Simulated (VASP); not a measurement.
# LiCl (a cell with a defect) in VASP: single point with PBEsol

Aim: the single point of LiCl (a cell with a defect) with PBEsol.

All numbers are computed with VASP 6.6.1; they aren't measurements. Logs are shortened: lines on timing, memory, paths and dates and some standing lists are left out, and cuts for length are marked.

## Step 1: The cell of the first run

The cell holds a defect, 64 atoms: a = 10.133 Å, b = 10.133 Å, c = 10.133 Å, α = 90.00°, β = 90.00°, γ = 90.00°.

## Step 2: Single point, PBEsol

File INCAR:

```
SYSTEM = LiCl
  PREC = Accurate
  ENCUT = 520
  EDIFF = 1E-6
  ISMEAR = -1
  SIGMA = 0.05
  LREAL = Auto
  LASPH = .TRUE.
  NELM = 60
  ALGO = Normal
  ISIF = 2
  LWAVE = .FALSE.
  LCHARG = .FALSE.
  GGA = PS
  ISYM = 0
  NBANDS = 198
```

File KPOINTS:

```
Automatic mesh
0
Gamma
  1 1 1
  0.25 0.25 0.25
```

File POSCAR:

```
LiCl
1.0
   10.1327090000      0.0000000000      0.0000000000
    0.0000000000     10.1327090000      0.0000000000
    0.0000000000      0.0000000000     10.1327090000
Cl Li
32 32
Direct
    0.2441940000      0.0013910000      0.9996770000
    0.2438530000      0.0003200000      0.4995110000
    0.2521620000      0.4995040000      0.9996890000
    0.7401330000      0.9989950000      0.9994210000
    0.7404500000      0.9999850000      0.4995610000
    0.7321880000      0.5008290000      0.9991130000
    0.7781240000      0.5007770000      0.5001630000
    0.9934870000      0.2476820000      0.9996220000
    0.9850970000      0.2358100000      0.4995580000
    0.9908160000      0.7527620000      0.9995020000
    0.9991340000      0.7646530000      0.4995470000
    0.4914810000      0.2556000000      0.9993980000
    0.5008690000      0.2323900000      0.4996940000
    0.4928030000      0.7449030000      0.9992860000
    0.4834860000      0.7680820000      0.4999480000
    0.9922720000      0.0002370000      0.2461520000
    0.9920320000      0.0001370000      0.7529580000
    0.9916430000      0.5002560000      0.2331250000
    0.9926490000      0.5001640000      0.7660650000
    0.4922040000      0.0000190000      0.2449300000
    0.4921280000      0.0003840000      0.7541950000
    0.4933200000      0.5008050000      0.2877460000
    0.4909470000      0.4995410000      0.7133820000
    0.2059470000      0.4997130000      0.4993280000
    0.2454860000      0.2524010000      0.2545000000
    0.2447520000      0.2515320000      0.7452790000
    0.2435100000      0.7496500000      0.2476820000
    0.2433690000      0.7497590000      0.7513900000
    0.7409000000      0.2508160000      0.2477250000
    0.7409070000      0.2508080000      0.7514120000
    0.7395210000      0.7488960000      0.2537410000
    0.7389440000      0.7482030000      0.7447170000
    0.4041180000      0.4254980000      0.4949440000
    0.9921730000      0.0002180000      0.9996020000
    0.9920960000      0.0002090000      0.4994270000
    0.9920950000      0.5002080000      0.9996120000
    0.4921700000      0.0002040000      0.9995810000
    0.4922260000      0.0002540000      0.4992670000
    0.4921800000      0.5002380000      0.9940650000
    0.5796790000      0.5746990000      0.5045750000
    0.2400500000      0.2510130000      0.9996760000
    0.2113020000      0.2351570000      0.5001550000
    0.2391600000      0.7497460000      0.9995630000
    0.2345260000      0.7458530000      0.4994290000
    0.7452060000      0.2506840000      0.9996370000
    0.7497710000      0.2545920000      0.4996260000
    0.7442810000      0.7493500000      0.9995530000
    0.7728800000      0.7649730000      0.4989360000
    0.2397670000      0.0000260000      0.2494420000
    0.2393840000      0.9998630000      0.7497740000
    0.2271130000      0.5026940000      0.2529430000
    0.2278330000      0.5020340000      0.7447680000
    0.7448240000      0.0005990000      0.2493250000
    0.7447490000      0.0004610000      0.7496430000
    0.7558290000      0.4984770000      0.2543720000
    0.7579650000      0.4978180000      0.7460700000
    0.9912550000      0.2547000000      0.2528940000
    0.9912510000      0.2541570000      0.7466130000
    0.9931480000      0.7461040000      0.2525410000
    0.9931550000      0.7459020000      0.7462430000
    0.4952150000      0.2445250000      0.2474160000
    0.4945580000      0.2442660000      0.7506780000
    0.4898490000      0.7550790000      0.2482090000
    0.4891920000      0.7570260000      0.7514970000
```

Potentials or basis: VASP PAW PBE potentials, release 64 (Cl, Li_sv).

On the command line:

```
$ cat potpaw_PBE.64/Cl/POTCAR potpaw_PBE.64/Li_sv/POTCAR > POTCAR
$ mpirun -np 1 vasp_std > vasp.out
```

OUTCAR:

```text
SYSTEM = LiCl
   PREC = Accurate
   ENCUT = 520
   EDIFF = 1E-6
   ISMEAR = -1
   LREAL = Auto
   LASPH = .TRUE.
   NELM = 60
   ISIF = 2
   GGA = PS
   ISYM = 0

 ion  position               nearest neighbor table
   1  0.244  0.001  1.000-  37 2.51  41 2.53  49 2.53  50 2.53  43 2.55  34 2.55
   2  0.244  0.000  0.500-  42 2.40  38 2.52  49 2.53  50 2.54  35 2.55  44 2.58
   3  0.252  0.500  1.000-  39 2.43  41 2.52  43 2.54  51 2.58  52 2.59  36 2.64
   4  0.740  0.999  0.999-  37 2.51  47 2.53  54 2.53  53 2.53  45 2.55  34 2.55
   5  0.740  1.000  0.500-  48 2.40  38 2.52  54 2.53  53 2.54  35 2.55  46 2.58
   6  0.732  0.501  0.999-  39 2.43  47 2.52  45 2.54  56 2.58  55 2.60  36 2.63
   7  0.778  0.501  0.500-  40 2.15  56 2.50  55 2.50  46 2.51
   8  0.993  0.248  1.000-  41 2.50  34 2.51  45 2.52  36 2.56  58 2.56  57 2.57
   9  0.985  0.236  0.500-  42 2.29  35 2.39  46 2.39  57 2.51  58 2.51
  10  0.991  0.753  1.000-  47 2.50  34 2.51  43 2.52  36 2.56  59 2.56  60 2.57
  11  0.999  0.765  0.500-  48 2.29  35 2.39  44 2.39  60 2.51  59 2.51
  12  0.491  0.256  0.999-  39 2.48  61 2.52  62 2.52  41 2.55  45 2.57  37 2.59
  13  0.501  0.232  0.500-  33 2.19  38 2.35  46 2.53  62 2.55  61 2.56
  14  0.493  0.745  0.999-  39 2.48  64 2.51  63 2.52  47 2.55  43 2.57  37 2.59
  15  0.483  0.768  0.500-  40 2.19  38 2.35  44 2.53  64 2.55  63 2.56
  16  0.992  0.000  0.246-  34 2.50  53 2.51  49 2.51  35 2.57  59 2.58  57 2.58
  17  0.992  0.000  0.753-  34 2.50  54 2.51  50 2.51  35 2.57  58 2.57  60 2.58
  18  0.992  0.500  0.233-  36 2.37  51 2.39  55 2.40  57 2.50  59 2.50
  19  0.993  0.500  0.766-  36 2.37  56 2.39  52 2.39  60 2.50  58 2.50
  20  0.492  0.000  0.245-  61 2.48  63 2.48  37 2.49  49 2.56  53 2.56  38 2.58
  21  0.492  0.000  0.754-  64 2.47  62 2.47  37 2.49  54 2.56  50 2.56  38 2.58
  22  0.493  0.501  0.288-  33 2.41  40 2.48  63 2.61  61 2.63
  23  0.491  0.500  0.713-  40 2.42  33 2.50  62 2.61
  24  0.206  0.500  0.499-  33 2.14  52 2.50  51 2.51  44 2.51
  25  0.245  0.252  0.255-  42 2.52  61 2.53  51 2.54  49 2.56  57 2.58  41 2.58
  26  0.245  0.252  0.745-  42 2.51  62 2.53  52 2.54  50 2.55  58 2.57  41 2.58
  27  0.244  0.750  0.248-  63 2.50  51 2.51  43 2.51  49 2.54  59 2.54  44 2.55
  28  0.243  0.750  0.751-  64 2.49  43 2.52  52 2.52  50 2.53  60 2.54  44 2.55
  29  0.741  0.251  0.248-  61 2.49  45 2.51  55 2.51  53 2.54  57 2.54  46 2.55
  30  0.741  0.251  0.751-  62 2.50  56 2.51  45 2.52  54 2.54  58 2.54  46 2.55
  31  0.740  0.749  0.254-  48 2.51  63 2.53  55 2.54  53 2.55  59 2.57  47 2.58
  32  0.739  0.748  0.745-  48 2.52  64 2.53  56 2.54  54 2.56  60 2.58  47 2.58
  33  0.404  0.425  0.495-  24 2.14  13 2.19  40 2.34  22 2.41  23 2.50
  34  0.992  0.000  1.000-  16 2.50  17 2.50  10 2.51   8 2.51   1 2.55   4 2.55
  35  0.992  0.000  0.499-  11 2.39   9 2.39   5 2.55   2 2.55  16 2.57  17 2.57
  36  0.992  0.500  1.000-  18 2.37  19 2.37   8 2.56  10 2.56   6 2.63   3 2.64
  37  0.492  0.000  1.000-  20 2.49  21 2.49   4 2.51   1 2.51  14 2.59  12 2.59
  38  0.492  0.000  0.499-  13 2.35  15 2.35   5 2.52   2 2.52  20 2.58  21 2.58
  39  0.492  0.500  0.994-   6 2.43   3 2.43  12 2.48  14 2.48
  40  0.580  0.575  0.505-   7 2.15  15 2.19  33 2.34  23 2.42  22 2.48
[... 10 lines left out ...]
  51  0.227  0.503  0.253-  18 2.39  24 2.51  27 2.51  25 2.54   3 2.58
  52  0.228  0.502  0.745-  19 2.39  24 2.50  28 2.52  26 2.54   3 2.59
  53  0.745  0.001  0.249-  16 2.51   4 2.53  29 2.54   5 2.54  31 2.55  20 2.56
  54  0.745  0.000  0.750-  17 2.51   4 2.53   5 2.53  30 2.54  32 2.56  21 2.56
  55  0.756  0.498  0.254-  18 2.40   7 2.50  29 2.51  31 2.54   6 2.60
  56  0.758  0.498  0.746-  19 2.39   7 2.50  30 2.51  32 2.54   6 2.58
  57  0.991  0.255  0.253-  18 2.50   9 2.51  29 2.54   8 2.57  25 2.58  16 2.58
  58  0.991  0.254  0.747-  19 2.50   9 2.51  30 2.54   8 2.56  26 2.57  17 2.57
  59  0.993  0.746  0.253-  18 2.50  11 2.51  27 2.54  10 2.56  31 2.57  16 2.58
  60  0.993  0.746  0.746-  19 2.50  11 2.51  28 2.54  10 2.57  32 2.58  17 2.58
  61  0.495  0.245  0.247-  20 2.48  29 2.49  12 2.52  25 2.53  13 2.56  22 2.63
  62  0.495  0.244  0.751-  21 2.47  30 2.50  12 2.52  26 2.53  13 2.55  23 2.61
  63  0.490  0.755  0.248-  20 2.48  27 2.50  14 2.52  31 2.53  15 2.56  22 2.61
  64  0.489  0.757  0.751-  21 2.47  28 2.49  14 2.51  32 2.53  15 2.55

IMPORTANT INFORMATION: All symmetrisations will be switched off!
NOSYMM: (Re-)initialisation of all symmetry stuff for point group C_1.

----------------------------------------------------------------------------------------

                                     Primitive cell

  volume of cell :    1040.3434

  direct lattice vectors                    reciprocal lattice vectors
    10.132709000  0.000000000  0.000000000     0.098690291  0.000000000  0.000000000
     0.000000000 10.132709000  0.000000000     0.000000000  0.098690291  0.000000000
     0.000000000  0.000000000 10.132709000     0.000000000  0.000000000  0.098690291

  length of vectors
    10.132709000 10.132709000 10.132709000     0.098690291  0.098690291  0.098690291

  position of ions in fractional coordinates (direct lattice)
     0.244194000  0.001391000  0.999677000
     0.243853000  0.000320000  0.499511000
[... 163 lines left out ...]
   number of dos      NEDOS =    301   number of ions     NIONS =     64
   total plane-waves  NPLWV = 512000
   dimension x,y,z NGX =    80 NGY =   80 NGZ =   80
   dimension x,y,z NGXF=   160 NGYF=  160 NGZF=  160
   ions per type =              32  32
   NGX,Y,Z   is equivalent  to a cutoff of  13.13, 13.13, 13.13 a.u.
   NGXF,Y,Z  is equivalent  to a cutoff of  26.25, 26.25, 26.25 a.u.
 SYSTEM =  LiCl
   PREC   = accura    normal or accurate (medium, high low for compatibility)
   ISTART =      0    job   : 0-new  1-cont  2-samecut
   ICHARG =      2    charge: 1-file 2-atom 10-const
   ISPIN  =      1    spin polarized calculation?
   LNONCOLLINEAR =      F non collinear calculations
   LSORBIT =      F    spin-orbit coupling
   LASPH  =      T    aspherical Exc in radial PAW
   ENCUT  =  520.0 eV  38.22 Ry    6.18 a.u.  18.84 18.84 18.84*2*pi/ulx,y,z
   NELM   =     60;   NELMIN=  2; NELMDL= -5     # of ELM steps
   EDIFF  = 0.1E-05   stopping-criterion for ELM
   LREAL  =      T    real-space projection
   EDIFFG = 0.1E-04   stopping-criterion for IOM
   NSW    =      0    number of steps for IOM
   IBRION =     -1    ionic relax: 0-MD 1-quasi-New 2-CG
   NFREE  =      0    steps in history (QN), initial steepest desc. (CG)
   ISIF   =      2    stress and relaxation
   ISYM   =      0    0-nonsym 1-usesym 2-fastsym
   POTIM  = 0.5000    time-step for ionic-motion
   TEBEG  =    0.0;   TEEND  =   0.0 temperature during run
   PSTRESS=    0.0 pullay stress
   NELECT =     320.0000    total number of electrons
   NUPDOWN=      -1.0000    fix difference up-down
   EMIN   =  10.00;   EMAX   =-10.00  energy-range for DOS
   EFERMI =   0.00;   METHOD = LEGACY
   ISMEAR =    -1;   SIGMA  =   0.05  broadening in eV -4-tet -1-fermi 0-gaus
   EFERMI_NEDOS =   21; number of points for ismear=-14 and -15
   IALGO  =     38    algorithm
   IMIX   =      4    mixing-type and parameters
     AMIX     =   0.40;   BMIX     =  1.00
     AMIX_MAG =   1.60;   BMIX_MAG =  1.00
  volume/ion in A,a.u.               =      16.26       109.70
  Fermi-wavevector in a.u.,A,eV,Ry     =   1.105094  2.088325 16.615883  1.221233
  Thomas-Fermi vector in A             =   2.241576
   LORBIT       =      0    0 simple, 1 ext, 2 COOP (PROOUT), +10 PAW based schemes
   GGA     = PS    functional components
   LHFCALC =     F    Hartree Fock is set to
   AEXX    =    0.0000 exact exchange contribution
   IVDW    =     0    specifies the selected vdW correction
   LEPSILON=     F    determine dielectric tensor
   LRPA    =     F    only Hartree local field effects (RPA)
 non-spin polarized calculation
  energy-cutoff  :      520.00
  volume of cell :     1040.34
 maximum number of plane-waves:     28033
 NGX is ok and might be reduce to    80
   NGX = 37   NGY = 37   NGZ = 37

 number of electron     320.0000087 magnetization

 Free energy of the ion-electron system (eV)
  ---------------------------------------------------
  ext. energy  EPLUGINS =         0.00000000
  ---------------------------------------------------
  free energy    TOTEN  =      -242.50919369 eV

  energy without entropy =     -242.50919369  energy(sigma->0) =     -242.50919369

 E-fermi :   2.1222     XC(G=0):  -9.0578

 val. band max:        0.8830785329   @ k =   0.2500  -0.2500   0.2500
 cond. band min:       7.3633002364   @ k =  -0.2500  -0.2500   0.2500
 fundamental gap:      6.4802217035
 Fermi energy:         2.1222126309

 k-point     1 :       0.2500    0.2500    0.2500
  band No.  band energies     occupation
      1     -42.2061      2.00000
      2     -42.0991      2.00000
      3     -42.0732      2.00000
      4     -42.0709      2.00000
      5     -42.0686      2.00000
      6     -42.0665      2.00000
[... 689 lines left out ...]
    171       8.5230      0.00000
    172       8.6042      0.00000
 [bands above 172 left out]

------------------------ aborting loop because EDIFF is reached ----------------------------------------

  FORCE on cell =-STRESS in cart. coord.  units (eV):
  Direction    XX          YY          ZZ          XY          YZ          ZX
  --------------------------------------------------------------------------------------
  -------------------------------------------------------------------------------------
  Total        6.9847988      5.7976233     -0.7174285      0.1834153     -0.0566512     -0.0412947
  in kB       10.7569159      8.9286102     -1.1048734      0.2824681     -0.0872455     -0.0635958
  external PRESSURE =       6.1935509 kB  Pullay stress =       0.0000000 kB

 VOLUME and BASIS-vectors are now :
 -----------------------------------------------------------------------------
  energy-cutoff  :      520.00
  volume of cell :     1040.34
      direct lattice vectors                 reciprocal lattice vectors
    10.132709000  0.000000000  0.000000000     0.098690291  0.000000000  0.000000000
     0.000000000 10.132709000  0.000000000     0.000000000  0.098690291  0.000000000
     0.000000000  0.000000000 10.132709000     0.000000000  0.000000000  0.098690291

 POSITION                                       TOTAL-FORCE (eV/Angst)
 -----------------------------------------------------------------------------------
      2.47435      0.01409     10.12944         0.000348     -0.000271      0.000884
      2.47089      0.00324      5.06140        -0.001727     -0.002766      0.001178
      2.55508      5.06133     10.12956        -0.006099      0.002016     -0.002331
      7.49955     10.12253     10.12684        -0.000400      0.002339      0.000488
      7.50276     10.13256      5.06191         0.001601      0.004933     -0.000934
      7.41905      5.07475     10.12372         0.005192      0.000564      0.004288
[... 56 lines left out ...]
      4.96350      7.65100      2.51503        -0.001405     -0.000017      0.001487
      4.95684      7.67072      7.61470        -0.000584     -0.003331     -0.001583
 -----------------------------------------------------------------------------------
    total drift:                                0.010754      0.000089      0.002829

  FREE ENERGIE OF THE ION-ELECTRON SYSTEM (eV)
  ---------------------------------------------------
  free  energy   TOTEN  =      -242.5091936856 eV

  energy  without entropy=     -242.5091936856  energy(sigma->0) =     -242.50919369
```

It took 25 min on 1 thread of AMD EPYC 7R13 (Zen 3), shared host; peak memory 1.2 GiB.

What came out:

```
Free energy            : -242.5092 eV
Largest force          : 0.033 eV/Å
Band gap on the k mesh : 6.48 eV
```

Forces in eV/Å, atoms in the order of the input:
```
Cl   0.000  0.000  0.001
Cl  -0.002 -0.003  0.001
Cl  -0.006  0.002 -0.002
Cl   0.000  0.002  0.000
Cl   0.002  0.005 -0.001
Cl   0.005  0.001  0.004
Cl   0.029 -0.006 -0.005
Cl   0.000  0.002  0.003
Cl  -0.003  0.005  0.001
Cl   0.001 -0.003 -0.002
Cl   0.003 -0.006 -0.002
Cl   0.002 -0.005 -0.002
Cl   0.001 -0.010  0.004
Cl   0.000  0.002  0.002
Cl  -0.003  0.009 -0.005
Cl   0.002  0.004  0.002
Cl   0.000 -0.001 -0.003
Cl   0.003  0.002  0.008
Cl   0.000  0.000 -0.008
Cl   0.000  0.002  0.002
Cl   0.000  0.001 -0.003
Cl  -0.003  0.000 -0.003
Cl   0.003  0.002 -0.001
Cl  -0.031  0.010  0.006
Cl  -0.004 -0.004 -0.006
Cl  -0.003 -0.002  0.002
Cl   0.000 -0.002  0.004
Cl  -0.001 -0.001 -0.004
Cl   0.001 -0.001  0.004
Cl   0.001 -0.001 -0.004
Cl   0.001 -0.001 -0.002
Cl   0.002  0.001  0.005
Li   0.019  0.004  0.007
Li   0.001 -0.001  0.000
Li   0.001 -0.001  0.000
Li   0.002  0.000  0.000
Li   0.001  0.000  0.000
Li   0.000 -0.002  0.000
Li  -0.001 -0.001  0.001
Li  -0.015 -0.007 -0.008
Li   0.001  0.002  0.000
Li   0.006  0.002  0.001
Li   0.001 -0.001 -0.002
Li   0.002  0.000  0.002
Li  -0.002 -0.001  0.000
Li  -0.002  0.001  0.000
Li  -0.001  0.002  0.001
Li  -0.008 -0.002  0.000
Li   0.002  0.000 -0.001
Li   0.002  0.000 -0.001
Li   0.002 -0.001 -0.002
Li   0.003 -0.001  0.002
Li  -0.001 -0.002  0.000
Li  -0.001 -0.002  0.002
Li  -0.002  0.001 -0.002
Li  -0.006  0.002  0.001
Li  -0.001 -0.002 -0.004
Li  -0.001  0.000  0.001
Li   0.000  0.001 -0.001
Li   0.000  0.003  0.002
Li  -0.001  0.003  0.001
Li   0.001  0.003  0.001
Li  -0.001  0.000  0.001
Li  -0.001 -0.003 -0.002
```

Caveat: the cutoff is under 1.25 times the usual one of these potentials, so pressure, stress and relaxed cells hold a basis-set (Pulay) error; the PAW data sets were made with another functional, which shifts forces and pressure a little.
